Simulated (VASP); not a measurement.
Fe:

```
Fe
1.0
     0.00000    1.83950    1.83950
     1.83950    0.00000    1.83950
     1.83950    1.83950    0.00000
Fe
1
Cartesian
  0.0000 0.0000 0.0000
```

Base run:

- Program: VASP 6.6.1
- Functional: PBE
- Potentials or basis: VASP PAW PBE potentials, release 64 (Fe)
- Cutoff: 520 eV
- k mesh: 12 × 12 × 12
- Occupations: fermi-dirac, width 0.1 eV
- Spin: collinear spin, ferromagnetic start
- Starting moments: [4.03] μB
- Fixed moment: 4.03 μB

Its results: pressure 40.3 GPa; site moments Fe +3.81 μB.

Problem. The run is repeated on the same cell with these changes: fixed moment from 4.03 μB to 3.45 μB; moments at the start from [4.03] to [3.45]. What comes out?

Solution. Pressure 17.2 GPa; site moments Fe +3.34 μB.

Caveats: the total moment is fixed, so each spin has its own Fermi level.
